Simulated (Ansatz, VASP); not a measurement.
**One calculation of AlP, two programs**

Contents of INCAR:

```
SYSTEM = AlP
PREC = Accurate
ENCUT = 500
EDIFF = 1E-6
ISMEAR = 0
SIGMA = 0.02
LREAL = .FALSE.
LASPH = .TRUE.
NELM = 120
ALGO = Normal
ISIF = 2
LWAVE = .FALSE.
LCHARG = .FALSE.
NBANDS = 11
GGA_COMPAT = .FALSE.
```

File KPOINTS:

```
regular mesh
0
G
  10 10 10
  0 0 0
```

POSCAR

```
AlP
1.0
    0.0000000000      2.7168541462      2.7168541462
    2.7168541462      0.0000000000      2.7168541462
    2.7168541462      2.7168541462      0.0000000000
Al P
1 1
Direct
    0.0000000000      0.0000000000      0.0000000000
    0.2500000000      0.2500000000      0.2500000000
```

Input for Ansatz:

```yaml
crystal:
  lattice:
    - [0.0, 2.7168541462, 2.7168541462]
    - [2.7168541462, 0.0, 2.7168541462]
    - [2.7168541462, 2.7168541462, 0.0]
  atoms:
    - { symbol: Al, position: [0.0, 0.0, 0.0] }
    - { symbol: P, position: [0.25, 0.25, 0.25] }
basis:
  ecutwfc: 420
kpoints:
  mp_grid: { grid: [10, 10, 10] }
  band_path:
    path:
      - [[0.0, 0.0, 0.0], [-0.5, -0.5, 0.0], [-0.375, -0.375, 0.25]]
      - [[-0.375, 0.0, 0.375], [0.0, 0.0, 0.0], [0.0, 0.0, 0.5], [-0.5, -0.25, 0.25], [-0.5, -0.5, 0.0]]
    npoints: 10
hamiltonian:
  xc: lda
  pseudopotentials: { kind: paw, azcp: { folder: soft_1 } }
scf:
  occupations: { method: gaussian, width: 0.02 }
  n_extra_bands: 7
output:
  forces: true
  stress: true
  eigenvalues: true
```

Alike in both runs: task single point; functional LDA; k mesh 10 × 10 × 10; occupations gaussian, width 0.02 eV; no spin polarisation.

|  | VASP | Ansatz |
| --- | --- | --- |
| version | VASP 6.6.1 | Ansatz 0.2.0 |
| potentials or method | VASP PAW LDA potentials, release 64 (Al, P), cutoff 500 eV | scalar-relativistic, plane waves, PAW |
| valence electrons in the cell | 8 | 8 |

```csv
,VASP,Ansatz,Ansatz less VASP
gap on the k mesh at the Fermi level (eV),1.41,1.42,+0.005
least direct gap on the mesh (eV),3.24,3.23,-0.016
pressure (GPa),0.1,0.0,-0.05
```

Ansatz warns that its potentials were made for another functional, while VASP's fit it. LDA's correlation is that of Perdew and Zunger in VASP and of Perdew and Wang (1992) in Ansatz.
